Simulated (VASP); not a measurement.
Cu, 2 atoms in the cell. The structure is orthorhombic, space group Cmcm (No. 63). The conventional cell has a = 2.379 Å, b = 7.760 Å, c = 2.429 Å, α = 90.00°, β = 90.00°, γ = 90.00°. Within 3.1 Å of Cu (site symmetry m2m) lie 10 Cu at 2.38 to 2.48 Å. 

```yaml
Program: VASP 6.6.1
Task: single point
Functional: PBEsol
Potentials_or_basis: VASP PAW PBE potentials, release 64 (Cu)
Cutoff: 520 eV
k_mesh: 11 × 11 × 11
Occupations: fermi-dirac, width 0.05 eV
Spin: no spin polarisation
Dipole_correction: no
Further_INCAR_settings: ALGO = Normal; EDIFF = 1e-06; NBANDS = 18
```

Potentials or basis: VASP PAW PBE potentials, release 64 (Cu).

Launch:

```console
$ cat potpaw_PBE.64/Cu/POTCAR > POTCAR
$ mpirun -np 1 vasp_std > vasp.out
```

Hardware: 1 thread of AMD EPYC 7R13 (shared host).

**Question.** Estimate the wall time of this run.

**Answer.** Run time: 99 s on 1 thread of AMD EPYC 7R13 (shared host), peak memory 0.17 GiB. Counts: scf iterations 12, k points 216.
